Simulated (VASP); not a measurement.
Set up this calculation in VASP 6.6.1, as the native input.

```
Task                   : relaxation of cell and atoms
Functional             : LDA
Potentials or basis    : VASP PAW LDA potentials, release 64 (In_d, Ga_d, As)
Cutoff                 : 600 eV
k mesh                 : 10 × 10 × 8
Occupations            : gaussian, width 0.1 eV
Spin                   : no spin polarisation
Dipole correction      : no
Further INCAR settings : ALGO = Normal; EDIFF = 1e-06; IBRION = 2; EDIFFG = -0.005; NSW = 100; ISIF = 3
```

The structure of InGaAs2 lies in POSCAR:

```
InGaAs2
1.0
    4.2250012014      0.0000000000      0.0000000000
    0.0000000000      4.2250012014      0.0000000000
    0.0000000000      0.0000000000      5.9621480000
In Ga As
1 1 2
Direct
    0.0000000000      0.0000000000      0.5000000000
    0.5000000000      0.5000000000      0.0000000000
    0.5000000000      0.0000000000      0.7684750000
    0.0000000000      0.5000000000      0.2315250000
```

These files were run (other wordings do the same):

INCAR

```
ALGO = Normal
EDIFF = 1E-6
EDIFFG = -0.005
ENCUT = 600
GGA = CA
IBRION = 2
ISIF = 3
ISMEAR = 0
LASPH = T
LCHARG = F
LREAL = F
LWAVE = F
NELM = 80
NSW = 100
PREC = Accurate
SIGMA = 0.1
```

KPOINTS

```
k-points
0
Gamma
  10 10 8
```

Potentials or basis: VASP PAW LDA potentials, release 64 (In_d, Ga_d, As).

Run with:

```bash
$ cat potpaw_LDA.64/In_d/POTCAR potpaw_LDA.64/Ga_d/POTCAR potpaw_LDA.64/As/POTCAR > POTCAR
$ mpirun -np 1 vasp_std > vasp.out
```

It gave:

```json
{
  "Relaxed volume": "24.67 Å³/atom",
  "Relaxed cell": "a = 4.107 Å, b = 4.107 Å, c = 5.849 Å, α = 90.00°, β = 90.00°, γ = 90.00°",
  "Space group after relaxing (to 0.05 Å)": "P-4m2 (No. 115)",
  "Energy gained by relaxing": "27.2 meV/atom",
  "Ionic steps": "12",
  "Pressure after relaxing": "0.0 GPa",
  "Band gap on the k mesh": "zero (filled and empty bands touch)"
}
```

Caveat: spin-orbit coupling is left out, which moves the levels of the heavy elements.

It took 34 min on 1 thread of Oxide Virtual Turin-like Processor, with other jobs on the host, peak memory 0.43 GiB.
